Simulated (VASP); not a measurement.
# Te (P6/mmm) in VASP: a series of runs, part 2 of 2

VASP 6.6.1. Earlier steps stand in the parts before.

### 4 Relaxation of cell and atoms, PBE

This run uses another cell than the first one, of 32.30 Å³/atom, 1.038 times its volume.

Input file INCAR:

```
SYSTEM = Te
PREC = Accurate ; ENCUT = 600
EDIFF = 1E-6 ; ISMEAR = 0
SIGMA = 0.1 ; LREAL = .FALSE.
LASPH = .TRUE. ; NELM = 100
ALGO = Normal ; ISIF = 3
LWAVE = .FALSE. ; LCHARG = .FALSE.
GGA = PE ; IBRION = 2
NSW = 100 ; EDIFFG = -0.01
```

Input file KPOINTS:

```
Automatic mesh
0
G
  18 18 10
  0 0 0
```

Input file POSCAR:

```
Te
1.0
    3.4905029720      0.0000000000      0.0000000000
   -1.7452514860      3.0228642457      0.0000000000
    0.0000000000      0.0000000000      6.1227708558
Te
2
Direct
    0.0000000000      0.0000000000      0.7727498631
    0.0000000000      0.0000000000      0.2272501369
```

Potentials or basis: VASP PAW PBE potentials, release 64 (Te).

On the command line:

```bash
> cat potpaw_PBE.64/Te/POTCAR > POTCAR
> mpirun -np 1 vasp_std > vasp.out
```

OUTCAR:

```text
SYSTEM = Te
   PREC = Accurate
   ENCUT = 600
   EDIFF = 1E-6
   ISMEAR = 0
   LREAL = .FALSE.
   LASPH = .TRUE.
   NELM = 100
   ISIF = 3
   GGA = PE
   IBRION = 2
   NSW = 100
   EDIFFG = -0.01

 ion  position               nearest neighbor table
   1  0.000  0.000  0.773-   2 2.78   2 3.34
   2  0.000  0.000  0.227-   1 2.78   1 3.34

  LATTYP: Found a hexagonal cell.
 ALAT       =     3.4905029720
 C/A-ratio  =     1.7541228026

  Lattice vectors:

 A1 = (   3.4905029720,   0.0000000000,   0.0000000000)
 A2 = (  -1.7452514860,   3.0228642457,   0.0000000000)
 A3 = (   0.0000000000,   0.0000000000,   6.1227708558)

Analysis of symmetry for initial positions (statically):
=====================================================================
 Subroutine PRICEL returns:
 Original cell was already a primitive cell.

 Routine SETGRP: Setting up the symmetry group for a
 hexagonal supercell.

 Subroutine GETGRP returns: Found 24 space group operations
 (whereof 24 operations were pure point group operations)
 out of a pool of 24 trial point group operations.

The static configuration has the point symmetry D_6h.

Analysis of symmetry for dynamics (positions and initial velocities):
=====================================================================
 Subroutine PRICEL returns:
 Original cell was already a primitive cell.

 Routine SETGRP: Setting up the symmetry group for a
 hexagonal supercell.

 Subroutine GETGRP returns: Found 24 space group operations
 (whereof 24 operations were pure point group operations)
 out of a pool of 24 trial point group operations.

The dynamic configuration has the point symmetry D_6h.

 Subroutine INISYM returns: Found 24 space group operations
 (whereof 24 operations are pure point group operations),
 and found     1 'primitive' translations

----------------------------------------------------------------------------------------

                                     Primitive cell

  volume of cell :      64.6033

  direct lattice vectors                    reciprocal lattice vectors
     3.490502972  0.000000000  0.000000000     0.286491663  0.165406039  0.000000000
    -1.745251486  3.022864246  0.000000000     0.000000000  0.330812077  0.000000000
     0.000000000  0.000000000  6.122770856     0.000000000  0.000000000  0.163324747

  length of vectors
     3.490502972  3.490502972  6.122770856     0.330812077  0.330812077  0.163324747

  position of ions in fractional coordinates (direct lattice)
     0.000000000  0.000000000  0.772749863
     0.000000000  0.000000000  0.227250137

  ion indices of the primitive-cell ions
   primitive index   ion index
                 1           1
                 2           2

----------------------------------------------------------------------------------------

 KPOINTS: Automatic mesh

Automatic generation of k-mesh.
 Grid dimensions read from file:
 generate k-points for:   18   18   10

 Generating k-lattice:

[... 54 lines left out ...]
   ICHARG =      2    charge: 1-file 2-atom 10-const
   ISPIN  =      1    spin polarized calculation?
   LNONCOLLINEAR =      F non collinear calculations
   LSORBIT =      F    spin-orbit coupling
   LASPH  =      T    aspherical Exc in radial PAW
   ENCUT  =  600.0 eV  44.10 Ry    6.64 a.u.   6.97  6.97 12.23*2*pi/ulx,y,z
   NELM   =    100;   NELMIN=  2; NELMDL= -5     # of ELM steps
   EDIFF  = 0.1E-05   stopping-criterion for ELM
   LREAL  =      F    real-space projection
   EDIFFG = -.1E-01   stopping-criterion for IOM
   NSW    =    100    number of steps for IOM
   IBRION =      2    ionic relax: 0-MD 1-quasi-New 2-CG
   NFREE  =      1    steps in history (QN), initial steepest desc. (CG)
   ISIF   =      3    stress and relaxation
   ISYM   =      2    0-nonsym 1-usesym 2-fastsym
   POTIM  = 0.5000    time-step for ionic-motion
   TEBEG  =    0.0;   TEEND  =   0.0 temperature during run
   PSTRESS=    0.0 pullay stress
   NELECT =      12.0000    total number of electrons
   NUPDOWN=      -1.0000    fix difference up-down
   EMIN   =  10.00;   EMAX   =-10.00  energy-range for DOS
   EFERMI =   0.00;   METHOD = LEGACY
   ISMEAR =     0;   SIGMA  =   0.10  broadening in eV -4-tet -1-fermi 0-gaus
   EFERMI_NEDOS =   21; number of points for ismear=-14 and -15
   IALGO  =     38    algorithm
   IMIX   =      4    mixing-type and parameters
     AMIX     =   0.40;   BMIX     =  1.00
     AMIX_MAG =   1.60;   BMIX_MAG =  1.00
  volume/ion in A,a.u.               =      32.30       217.98
  Fermi-wavevector in a.u.,A,eV,Ry     =   0.934079  1.765154 11.871136  0.872504
  Thomas-Fermi vector in A             =   2.060847
   LORBIT       =      0    0 simple, 1 ext, 2 COOP (PROOUT), +10 PAW based schemes
   GGA     = PE    functional components
   LHFCALC =     F    Hartree Fock is set to
   AEXX    =    0.0000 exact exchange contribution
   IVDW    =     0    specifies the selected vdW correction
   LEPSILON=     F    determine dielectric tensor
   LRPA    =     F    only Hartree local field effects (RPA)
 conjugate gradient relaxation of ions
 non-spin polarized calculation
 Gauss-broadening in eV      SIGMA  =   0.10
  energy-cutoff  :      600.00
  volume of cell :       64.60
 maximum number of plane-waves:      2175
 NGX is ok and might be reduce to    28
   NGX = 13   NGY = 13   NGZ = 25

--------------------------------------- Ionic step        1  -------------------------------------------

 number of electron      11.9999999 magnetization

 Free energy of the ion-electron system (eV)
  ---------------------------------------------------
  ext. energy  EPLUGINS =         0.00000000
  ---------------------------------------------------
  free energy    TOTEN  =        -5.81893668 eV

  energy without entropy =       -5.81153082  energy(sigma->0) =       -5.81523375

------------------------ aborting loop because EDIFF is reached ----------------------------------------

  FORCE on cell =-STRESS in cart. coord.  units (eV):
  Direction    XX          YY          ZZ          XY          YZ          ZX
  --------------------------------------------------------------------------------------
  -------------------------------------------------------------------------------------
  Total        0.0671055      0.0671055      0.1410717      0.0000000      0.0000000      0.0000000
  in kB        1.6642338      1.6642338      3.4986115      0.0000000      0.0000000      0.0000000
  external PRESSURE =       2.2756930 kB  Pullay stress =       0.0000000 kB
[... 89 lines left out ...]
  FREE ENERGIE OF THE ION-ELECTRON SYSTEM (eV)
  ---------------------------------------------------
  free  energy   TOTEN  =        -5.8198767902 eV

  energy  without entropy=       -5.8123998476  energy(sigma->0) =       -5.81613832

[... ionic steps 4 to 19 ...]

--------------------------------------- Ionic step       20  -------------------------------------------

 number of electron      12.0000000 magnetization

------------------------ aborting loop because EDIFF is reached ----------------------------------------
[... 67 lines left out ...]
--------------------------------------- Ionic step       22  -------------------------------------------

 number of electron      12.0000000 magnetization

 Free energy of the ion-electron system (eV)
  ---------------------------------------------------
  ext. energy  EPLUGINS =         0.00000000
  ---------------------------------------------------
  free energy    TOTEN  =        -5.85345818 eV

  energy without entropy =       -5.84541415  energy(sigma->0) =       -5.84943616

 E-fermi :   6.8544     XC(G=0):  -9.5898

 val. band max:        6.8536760259   @ k =   0.2778   0.1667   0.4000
 cond. band min:       6.8568898341   @ k =   0.3333   0.0000   0.0000
 fundamental gap:      0.0032138082
 Fermi energy:         6.8544312893

 k-point     1 :       0.0000    0.0000    0.0000
  band No.  band energies     occupation
      1      -6.7570      2.00000
      2      -4.5801      2.00000
      3       0.7052      2.00000
      4       8.4970      0.00000
      5       8.4970      0.00000
      6       9.0431      0.00000
      7      10.1531      0.00000
      8      10.1531      0.00000
      9      13.2960      0.00000
     10      14.4608      0.00000
[... 287 lines left out ...]
 k-point    24 :       0.3889    0.1111    0.0000
  band No.  band energies     occupation
      1      -4.6908      2.00000
      2      -2.4308      2.00000
      3       1.4722      2.00000
      4       2.5416      2.00000
      5       3.3911      2.00000
      6       5.4925      2.00000
      7       7.3092      0.00000
      8       9.6260      0.00000
      9      10.6927      0.00000
     10      12.9134      0.00000

 [... further k-points ...]
[... 5 lines left out ...]
  --------------------------------------------------------------------------------------
  -------------------------------------------------------------------------------------
  Total       -0.0050191     -0.0050191     -0.0042657     -0.0000000     -0.0000000      0.0000000
  in kB       -0.1293143     -0.1293143     -0.1099036     -0.0000000     -0.0000000      0.0000000
  external PRESSURE =      -0.1228441 kB  Pullay stress =       0.0000000 kB
[... 17 lines left out ...]
  FREE ENERGIE OF THE ION-ELECTRON SYSTEM (eV)
  ---------------------------------------------------
  free  energy   TOTEN  =        -5.8534581750 eV

  energy  without entropy=       -5.8454141468  energy(sigma->0) =       -5.84943616

 reached required accuracy - stopping structural energy minimisation
```

CONTCAR:

```text
Te
   1.00000000000000
     3.4184858079329326    0.0000000000000001    0.0000000000000000
    -1.7092429039664663    2.9604955521117056    0.0000000000000000
     0.0000000000000000    0.0000000000000001    6.1445724681458396
  Te
     2
Direct
     0.0000000000000000    0.0000000000000000    0.7495338011700873
     0.0000000000000000    0.0000000000000000    0.2504661988299127

  0.00000000E+00  0.00000000E+00  0.00000000E+00
  0.00000000E+00  0.00000000E+00  0.00000000E+00
```

Wall time 7.8 min (1 thread of Intel Xeon 6975P-C (Granite Rapids), shared host); peak memory 0.34 GiB.

Results:

```yaml
Free_energy: -5.8535 eV
Relaxed_volume: 31.09 Å³/atom
Relaxed_cell: a = 3.418 Å, b = 3.418 Å, c = 6.145 Å, α = 90.00°, β = 90.00°, γ = 120.00°
Space_group_after_relaxing_to_0.05_Å: P6/mmm (No. 191)
Energy_gained_by_relaxing: 17.3 meV/atom
Ionic_steps: 22
Pressure_after_relaxing: 0.0 GPa
Largest_force_after_relaxing: 0.008 eV/Å
Band_gap_on_the_k_mesh: zero (band 6 reaches 9.20 eV, above the bottom of band 7 at 4.14 eV)
```

Forces in eV/Å, atoms in the order of the input:
```
Te   0.000  0.000  0.008
Te   0.000  0.000 -0.008
```

Step by step:
```
step  energy change (eV)  largest force (eV/Å)  pressure (GPa)  volume (Å³)
   1              0.0000                0.1168            0.23        64.60
   2             -0.0009                0.0645           -0.28        65.03
   3             -0.0009                0.0675           -0.28        65.01
   4             -0.0020                0.0673           -0.26        64.83
   5             -0.0058                0.0962           -0.25        64.29
   6             -0.0164                0.1613           -0.01        63.22
   7             -0.0245                0.0068            1.28        61.12
   8             -0.0265                0.1041            0.56        62.03
   9             -0.0270                0.0750            0.75        61.76
  10             -0.0274                0.0670            0.76        61.73
  11             -0.0282                0.0435            0.79        61.64
  12             -0.0288                0.0049            0.88        61.47
  13             -0.0298                0.0058            0.77        61.57
  14             -0.0320                0.0080            0.46        61.86
  15             -0.0339                0.0115           -0.12        62.44
  16             -0.0339                0.0118           -0.16        62.49
  17             -0.0340                0.0116           -0.14        62.45
  18             -0.0343                0.0112           -0.06        62.32
  19             -0.0345                0.0103            0.10        62.06
  20             -0.0345                0.0104            0.09        62.09
  21             -0.0345                0.0094            0.04        62.14
  22             -0.0345                0.0085           -0.01        62.19
```

Final structure:
```
CELL_PARAMETERS angstrom
3.41849 0.00000 0.00000
-1.70924 2.96050 0.00000
0.00000 0.00000 6.14457
ATOMIC_POSITIONS crystal
Te 0.00000 0.00000 0.74953
Te 0.00000 0.00000 0.25047
```

Caveat: spin-orbit coupling is left out, which moves the levels of the heavy elements.
